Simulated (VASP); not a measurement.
# SiSe (P-6m2) in VASP: further runs

The runs below take SiSe through vibrations by perturbation theory, with PBE, PBEsol.

All numbers are computed with VASP 6.6.1; they aren't measurements. Logs are shortened: lines on timing, memory, paths and dates and some standing lists are left out, and cuts for length are marked.

### 1 The cell of the first run

Symmetry: P-6m2, No. 187, hexagonal system. Conventional cell: a = 3.595 Å, b = 3.595 Å, c = 3.599 Å, α = 90.00°, β = 90.00°, γ = 120.00°. Si (site symmetry -6m2) has 6 Se at 2.75 Å and 8 Si at 3.60 Å within 3.6 Å. Se (site symmetry -6m2) has 6 Si at 2.75 Å and 8 Se at 3.60 Å within 3.6 Å.

### 2 Vibrations by perturbation theory, PBE

INCAR

```
ALGO = Normal ; EDIFF = 1E-8
ENCUT = 520 ; GGA = PE
IBRION = 8 ; ISIF = 2
ISMEAR = -1 ; LASPH = T
LCHARG = F ; LREAL = F
LWAVE = F ; NELM = 80
NSW = 1 ; PREC = Accurate
SIGMA = 0.05
```

KPOINTS

```
k-points
0
Gamma
  9 9 7
```

POSCAR

```
SiSe
1.0
    3.5952000000      0.0000000000      0.0000000000
   -1.7976000000      3.1135300000      0.0000000000
    0.0000000000      0.0000000000      3.5987300000
Si Se
1 1
Direct
    0.6666700000      0.3333300000      0.5000000000
    0.0000000000      0.0000000000      0.0000000000
```

Potentials or basis: VASP PAW PBE potentials, release 64 (Si, Se).

Launch:

```sh
> cat potpaw_PBE.64/Si/POTCAR potpaw_PBE.64/Se/POTCAR > POTCAR
> mpirun -np 1 vasp_std > vasp.out
```

OUTCAR:

```text
EDIFF = 1E-8
   ENCUT = 520
   GGA = PE
   IBRION = 8
   ISIF = 2
   ISMEAR = -1
   LASPH = T
   LREAL = F
   NELM = 80
   NSW = 1
   PREC = Accurate

 ion  position               nearest neighbor table
   1  0.667  0.333  0.500-   2 2.75   2 2.75   2 2.75   2 2.75   2 2.75   2 2.75
   2  0.000  0.000  0.000-   1 2.75   1 2.75   1 2.75   1 2.75   1 2.75   1 2.75

  LATTYP: Found a hexagonal cell.
 ALAT       =     3.5952000000
 C/A-ratio  =     1.0009818647

  Lattice vectors:

 A1 = (   3.5952000000,   0.0000000000,   0.0000000000)
 A2 = (  -1.7976000000,   3.1135300000,   0.0000000000)
 A3 = (   0.0000000000,   0.0000000000,   3.5987300000)

Analysis of symmetry for initial positions (statically):
=====================================================================
 Subroutine PRICEL returns:
 Original cell was already a primitive cell.

 Routine SETGRP: Setting up the symmetry group for a
 hexagonal supercell.

 Subroutine GETGRP returns: Found  4 space group operations
 (whereof  4 operations were pure point group operations)
 out of a pool of 24 trial point group operations.

The static configuration has the point symmetry C_2v.

Analysis of symmetry for dynamics (positions and initial velocities):
=====================================================================
 Subroutine PRICEL returns:
 Original cell was already a primitive cell.

 Routine SETGRP: Setting up the symmetry group for a
 hexagonal supercell.

 Subroutine GETGRP returns: Found  4 space group operations
 (whereof  4 operations were pure point group operations)
 out of a pool of 24 trial point group operations.

The dynamic configuration has the point symmetry C_2v.

 Subroutine INISYM returns: Found  4 space group operations
 (whereof  4 operations are pure point group operations),
 and found     1 'primitive' translations

----------------------------------------------------------------------------------------

                                     Primitive cell

  volume of cell :      40.2833

  direct lattice vectors                    reciprocal lattice vectors
     3.595200000  0.000000000  0.000000000     0.278148643  0.160589427  0.000000000
    -1.797600000  3.113530000  0.000000000     0.000000000  0.321178855  0.000000000
     0.000000000  0.000000000  3.598730000     0.000000000  0.000000000  0.277875806

  length of vectors
     3.595200000  3.595196075  3.598730000     0.321178504  0.321178855  0.277875806

  position of ions in fractional coordinates (direct lattice)
     0.666670000  0.333330000  0.500000000
     0.000000000  0.000000000  0.000000000

  ion indices of the primitive-cell ions
   primitive index   ion index
                 1           1
                 2           2

----------------------------------------------------------------------------------------

 KPOINTS: k-points

Automatic generation of k-mesh.
 Grid dimensions read from file:
 generate k-points for:    9    9    7

 Generating k-lattice:

  Cartesian coordinates                     Fractional coordinates (reciprocal lattice)
     0.030905405  0.017843270  0.000000000     0.111111111  0.000000000  0.000000000
     0.000000000  0.035686539  0.000000000     0.000000000  0.111111111  0.000000000
     0.000000000  0.000000000  0.039696544     0.000000000  0.000000000  0.142857143

  Length of vectors
     0.035686500  0.035686539  0.039696544

  Shift w.r.t. Gamma in fractional coordinates (k-lattice)
     0.000000000  0.000000000  0.000000000

 Subroutine IBZKPT returns following result:
 ===========================================
[... 77 lines left out ...]
   LEPSILON=     F    determine dielectric tensor
   LRPA    =     F    only Hartree local field effects (RPA)
 non-spin polarized calculation
  energy-cutoff  :      520.00
  volume of cell :       40.28
 maximum number of plane-waves:      1113
   NGX = 13   NGY = 13   NGZ = 13

--------------------------------------- Ionic step        1  -------------------------------------------

 number of electron      10.0000000 magnetization

 Free energy of the ion-electron system (eV)
  ---------------------------------------------------
  ext. energy  EPLUGINS =         0.00000000
  ---------------------------------------------------
  free energy    TOTEN  =        -8.40895367 eV

  energy without entropy =       -8.40109273  energy(sigma->0) =       -8.40502320

 E-fermi :   6.2320     XC(G=0): -10.0949

 val. band max:        6.1739438219   @ k =   0.4444   0.4444   0.4286
 cond. band min:       6.2582214782   @ k =   0.4444  -0.0000   0.1429
 fundamental gap:      0.0842776564
 Fermi energy:         6.2319810729

 k-point     1 :       0.0000    0.0000    0.0000
  band No.  band energies     occupation
      1      -9.0923      2.00000
      2       1.4355      2.00000
      3       2.4766      2.00000
      4       4.3815      2.00000
      5       4.3816      2.00000
      6       9.0313      0.00000
      7       9.0315      0.00000
      8       9.6526      0.00000
      9      12.8958      0.00000
[... 265 lines left out ...]
 k-point    24 :       0.4444    0.3333    0.0000
  band No.  band energies     occupation
      1      -7.4262      2.00000
      2      -2.3836      2.00000
      3       0.8145      2.00000
      4       4.4041      2.00000
      5       6.3682      0.12308
      6       8.0517      0.00000
      7       8.1245      0.00000
      8      10.1177      0.00000
      9      12.1573      0.00000

 [... further k-points ...]

------------------------ aborting loop because EDIFF is reached ----------------------------------------

  FORCE on cell =-STRESS in cart. coord.  units (eV):
  Direction    XX          YY          ZZ          XY          YZ          ZX
  --------------------------------------------------------------------------------------
  -------------------------------------------------------------------------------------
  Total        0.0324904      0.0324909      0.2318909      0.0000005      0.0000000      0.0000000
  in kB        1.2922311      1.2922519      9.2229292      0.0000213      0.0000000      0.0000000
  external PRESSURE =       3.9358041 kB  Pullay stress =       0.0000000 kB

 VOLUME and BASIS-vectors are now :
 -----------------------------------------------------------------------------
  energy-cutoff  :      520.00
  volume of cell :       40.28
      direct lattice vectors                 reciprocal lattice vectors
     3.595200000  0.000000000  0.000000000     0.278148643  0.160589427  0.000000000
    -1.797600000  3.113530000  0.000000000     0.000000000  0.321178855  0.000000000
     0.000000000  0.000000000  3.598730000     0.000000000  0.000000000  0.277875806

 POSITION                                       TOTAL-FORCE (eV/Angst)
 -----------------------------------------------------------------------------------
      1.79762      1.03783      1.79937        -0.000022      0.000013      0.000000
      0.00000      0.00000      0.00000         0.000022     -0.000013      0.000000
 -----------------------------------------------------------------------------------
    total drift:                                0.000004      0.000008     -0.000000

  FREE ENERGIE OF THE ION-ELECTRON SYSTEM (eV)
  ---------------------------------------------------
  free  energy   TOTEN  =        -8.4089536684 eV

  energy  without entropy=       -8.4010927335  energy(sigma->0) =       -8.40502320

[... ionic steps 2 to 3 ...]

--------------------------------------- Ionic step        4  -------------------------------------------

------------------------ aborting loop because EDIFF is reached ----------------------------------------
[... 11 lines left out ...]
[... ionic steps 8 to 8 ...]

--------------------------------------- Ionic step        9  -------------------------------------------

 Free energy of the ion-electron system (eV)
  ---------------------------------------------------
  ---------------------------------------------------
  free energy    TOTEN  =        -0.08179626 eV

  energy without entropy =       -0.08179626

------------------------ aborting loop because EDIFF is reached ----------------------------------------

 INTERNAL STRAIN TENSOR  FOR ION    2  DIRECTION 3   (eV/Angst):
 -----------------------------------------------------------------------------
     0.01722  0.00004 -0.00230
     0.00004  0.01726  0.00133
    -0.00229  0.00132  0.01178

 INTERNAL STRAIN TENSOR FOR ION    2 for displacements in x,y,z  (eV/Angst):
          X           Y           Z          XY          YZ          ZX
  --------------------------------------------------------------------------------
  x    -0.00033    -0.00620    -0.00001    -0.16956     0.00000     0.00000
  y     0.01906    -0.01529     0.00001    -0.31464     0.00000     0.00000
  z     0.00000     0.00000     0.00000     0.00000     0.00132    -0.00230

 SECOND DERIVATIVES (NOT SYMMETRIZED)
 ------------------------------------
               1X          1Y          1Z          2X          2Y          2Z
  1X    -1.213431    0.000462    0.000000    1.213431   -0.000462    0.000000
  1Y     0.000462   -1.212895    0.000000   -0.000462    1.212895    0.000000
  1Z     0.000000    0.000000    3.362111    0.000000    0.000000   -3.362111
  2X     1.214992   -0.000124    0.000000   -1.214992    0.000124    0.000000
  2Y    -0.000124    1.214845    0.000000    0.000124   -1.214845    0.000000
  2Z     0.000000    0.000000   -3.357157    0.000000    0.000000    3.357157

 Eigenvectors and eigenvalues of the dynamical matrix
 ----------------------------------------------------

   1 f  =    3.784534 THz    23.778926 2PiTHz  126.238452 cm-1    15.651566 meV
             X         Y         Z           dx          dy          dz
      1.797618  1.037833  1.799365     0.744441   -0.428046    0.000000
      0.000000  0.000000  0.000000    -0.444230    0.255428    0.000000
[... 21 lines left out ...]
   6 f/i=    6.296732 THz    39.563536 2PiTHz  210.036380 cm-1    26.041180 meV
             X         Y         Z           dx          dy          dz
      1.797618  1.037833  1.799365     0.000000    0.000000   -0.859022
      0.000000  0.000000  0.000000     0.000000    0.000000    0.511939

--------------------------------------------------------------------------------------------------------

 ELASTIC MODULI CONTR FROM IONIC RELAXATION (kBar)
 Direction    XX          YY          ZZ          XY          YZ          ZX
 --------------------------------------------------------------------------------
 XX          -0.0012      0.0008     -0.0000      0.0744     -0.0000      0.0000
 YY           0.0008     -0.0011     -0.0000     -0.0742      0.0000     -0.0000
 ZZ          -0.0000     -0.0000     -0.0000      0.0000      0.0000     -0.0000
 XY           0.0744     -0.0742      0.0000     -5.7037      0.0000     -0.0000
 YZ          -0.0000      0.0000      0.0000      0.0000     -0.0000      0.0000
 ZX           0.0000     -0.0000     -0.0000     -0.0000      0.0000     -0.0000
 --------------------------------------------------------------------------------
```

Wall time 4.4 min (1 thread of AMD EPYC 7R13, shared host); peak memory 0.32 GiB.

Results:

| Item | Value |
| --- | --- |
| Highest phonon frequency at Γ, LO-TO splitting left out | 126 cm⁻¹ |
| Most unstable mode | 210i cm⁻¹ |

Phonon frequencies in cm⁻¹ (negative: imaginary):
| q point | frequencies |
| --- | --- |
| (0.000, 0.000, 0.000) | -210 0 0 0 126 126 |

Caveat: some modes are imaginary.

### 3 Vibrations by perturbation theory, PBEsol

INCAR

```
ALGO = Normal
EDIFF = 1E-8
ENCUT = 520
GGA = PS
IBRION = 8
ISIF = 2
ISMEAR = -1
LASPH = True
LCHARG = False
LREAL = False
LWAVE = False
NELM = 100
NSW = 1
PREC = Accurate
SIGMA = 0.05
```

KPOINTS is that of step 2.

POSCAR is that of step 2.

Potentials or basis: VASP PAW PBE potentials, release 64 (Si, Se).

Launch:

```sh
> cat potpaw_PBE.64/Si/POTCAR potpaw_PBE.64/Se/POTCAR > POTCAR
> mpirun -np 1 vasp_std > vasp.out
```

OUTCAR:

```text
EDIFF = 1E-8
   ENCUT = 520
   GGA = PS
   IBRION = 8
   ISIF = 2
   ISMEAR = -1
   LASPH = True
   LREAL = False
   NELM = 100
   NSW = 1
   PREC = Accurate

 ion  position               nearest neighbor table
   1  0.667  0.333  0.500-   2 2.75   2 2.75   2 2.75   2 2.75   2 2.75   2 2.75
   2  0.000  0.000  0.000-   1 2.75   1 2.75   1 2.75   1 2.75   1 2.75   1 2.75

  LATTYP: Found a hexagonal cell.
 ALAT       =     3.5952000000
 C/A-ratio  =     1.0009818647

  Lattice vectors:

 A1 = (   3.5952000000,   0.0000000000,   0.0000000000)
 A2 = (  -1.7976000000,   3.1135300000,   0.0000000000)
 A3 = (   0.0000000000,   0.0000000000,   3.5987300000)

Analysis of symmetry for initial positions (statically):
=====================================================================
 Subroutine PRICEL returns:
 Original cell was already a primitive cell.

 Routine SETGRP: Setting up the symmetry group for a
 hexagonal supercell.

 Subroutine GETGRP returns: Found  4 space group operations
 (whereof  4 operations were pure point group operations)
 out of a pool of 24 trial point group operations.

The static configuration has the point symmetry C_2v.

Analysis of symmetry for dynamics (positions and initial velocities):
=====================================================================
 Subroutine PRICEL returns:
 Original cell was already a primitive cell.

 Routine SETGRP: Setting up the symmetry group for a
 hexagonal supercell.

 Subroutine GETGRP returns: Found  4 space group operations
 (whereof  4 operations were pure point group operations)
[... 472 lines left out ...]
    total drift:                                0.000005      0.000008     -0.000000

  FREE ENERGIE OF THE ION-ELECTRON SYSTEM (eV)
  ---------------------------------------------------
  free  energy   TOTEN  =        -9.2468846972 eV

  energy  without entropy=       -9.2386336934  energy(sigma->0) =       -9.24275920

[... ionic steps 2 to 3 ...]

--------------------------------------- Ionic step        4  -------------------------------------------

------------------------ aborting loop because EDIFF is reached ----------------------------------------
[... 11 lines left out ...]
[... ionic steps 8 to 8 ...]

--------------------------------------- Ionic step        9  -------------------------------------------

 Free energy of the ion-electron system (eV)
  ---------------------------------------------------
  ---------------------------------------------------
  free energy    TOTEN  =        -0.08154915 eV

  energy without entropy =       -0.08154916

------------------------ aborting loop because EDIFF is reached ----------------------------------------

 INTERNAL STRAIN TENSOR  FOR ION    2  DIRECTION 3   (eV/Angst):
 -----------------------------------------------------------------------------
     0.01688  0.00003 -0.00239
     0.00003  0.01691  0.00138
    -0.00241  0.00139  0.01154

 INTERNAL STRAIN TENSOR FOR ION    2 for displacements in x,y,z  (eV/Angst):
          X           Y           Z          XY          YZ          ZX
  --------------------------------------------------------------------------------
  x    -0.00041    -0.00621     0.00010    -0.21610     0.00000     0.00000
  y    -0.03283     0.03665    -0.00006    -0.30543     0.00000     0.00000
  z     0.00000     0.00000     0.00000     0.00000     0.00139    -0.00239

 SECOND DERIVATIVES (NOT SYMMETRIZED)
 ------------------------------------
               1X          1Y          1Z          2X          2Y          2Z
  1X    -1.220076    0.000447    0.000000    1.220076   -0.000447    0.000000
  1Y     0.000447   -1.219556    0.000000   -0.000447    1.219556    0.000000
  1Z     0.000000    0.000000    3.148611    0.000000    0.000000   -3.148611
  2X     1.221665   -0.000099    0.000000   -1.221665    0.000099    0.000000
  2Y    -0.000099    1.221548    0.000000    0.000099   -1.221548    0.000000
  2Z     0.000000    0.000000   -3.143517    0.000000    0.000000    3.143517

 Eigenvectors and eigenvalues of the dynamical matrix
 ----------------------------------------------------

   1 f  =    3.794872 THz    23.843885 2PiTHz  126.583312 cm-1    15.694323 meV
             X         Y         Z           dx          dy          dz
      1.797618  1.037833  1.799365     0.744481   -0.427975    0.000000
      0.000000  0.000000  0.000000    -0.444257    0.255387    0.000000
[... 21 lines left out ...]
   6 f/i=    6.093411 THz    38.286032 2PiTHz  203.254322 cm-1    25.200313 meV
             X         Y         Z           dx          dy          dz
      1.797618  1.037833  1.799365     0.000000    0.000000   -0.859038
      0.000000  0.000000  0.000000     0.000000    0.000000    0.511911

--------------------------------------------------------------------------------------------------------

 ELASTIC MODULI CONTR FROM IONIC RELAXATION (kBar)
 Direction    XX          YY          ZZ          XY          YZ          ZX
 --------------------------------------------------------------------------------
 XX          -0.0734      0.0771      0.0001     -0.5499      0.0000      0.0000
 YY           0.0771     -0.0815     -0.0001      0.5428      0.0000      0.0000
 ZZ           0.0001     -0.0001     -0.0000     -0.0001      0.0000      0.0000
 XY          -0.5499      0.5428     -0.0001     -6.3065      0.0000      0.0000
 YZ           0.0000      0.0000      0.0000      0.0000      0.0000      0.0000
 ZX           0.0000      0.0000      0.0000      0.0000      0.0000      0.0000
 --------------------------------------------------------------------------------
```

OSZICAR:

```text
N       E                     dE             d eps       ncg     rms          rms(c)
DAV:   1     0.180678740867E+02    0.18068E+02   -0.44112E+03  1800   0.939E+02
DAV:   2    -0.836739045426E+01   -0.26435E+02   -0.25425E+02  2640   0.115E+02
DAV:   3    -0.929240447465E+01   -0.92501E+00   -0.91798E+00  2150   0.212E+01
DAV:   4    -0.929750007105E+01   -0.50956E-02   -0.50916E-02  2376   0.184E+00
[... 63 lines left out ...]
RMM:   6    -0.815518167641E-01    0.33126E-05    0.67463E-07  4853   0.688E-04    0.167E-03
RMM:   7    -0.815499922818E-01    0.18245E-05    0.35633E-08  4825   0.424E-04    0.269E-04
RMM:   8    -0.815492455442E-01    0.74674E-06    0.95289E-09  4954   0.931E-05    0.348E-05
RMM:   9    -0.815491556256E-01    0.89919E-07    0.82842E-09  5040   0.237E-05    0.151E-06
RMM:  10    -0.815491518769E-01    0.37487E-08   -0.75124E-09  4651   0.954E-06    0.177E-06
 Linear response finished
```

stdout:

```text
POSCAR found type information on POSCAR SiSe
 POSCAR found :  2 types and       2 ions
 scaLAPACK will be used
 -----------------------------------------------------------------------------
|                                                                             |
|                                                                             |
|     You enforced a specific xc type in the INCAR file but a different       |
|     I HOPE YOU KNOW WHAT YOU ARE DOING!                                     |
|                                                                             |
 -----------------------------------------------------------------------------

 LDA part: xc-table for (Slater+PW92), standard interpolation
 POSCAR, INCAR and KPOINTS ok, starting setup
 FFT: planning ... GRIDC
 FFT: planning ... GRID_SOFT
 FFT: planning ... GRID
 WAVECAR not read
 entering main loop
 Linear response reoptimize wavefunctions to high precision
 Linear response DOF=           4
 Linear response progress:
 first order change of Fermi-energy  -0.10395E-04
 force on displaced ion       1 direction 1 :  -1.220   0.000   0.000
 Linear response progress:
 first order change of Fermi-energy  -0.16940E-03
 force on displaced ion       1 direction 3 :   0.000  -0.000   3.149
 Linear response progress:
 first order change of Fermi-energy  -0.81333E-04
 force on displaced ion       2 direction 1 :  -1.222   0.000   0.000
 Linear response progress:
 first order change of Fermi-energy   0.55649E-03
 force on displaced ion       2 direction 3 :   0.000  -0.000   3.144
 Linear response finished
```

Run time: 4 min. Hardware: 1 thread of AMD EPYC 7R13, shared host; peak memory 0.32 GiB.

What came out:

* Highest phonon frequency at Γ, LO-TO splitting left out: 127 cm⁻¹
* Most unstable mode: 203i cm⁻¹

Phonon frequencies in cm⁻¹ (negative: imaginary):
```csv
q point,frequencies
"(0.000, 0.000, 0.000)",-203 0 0 0 127 127
```

Caveat: the cell stands under pressure or tension, which shifts response properties; some modes are imaginary; the PAW data sets were made with another functional, which shifts forces and pressure a little.
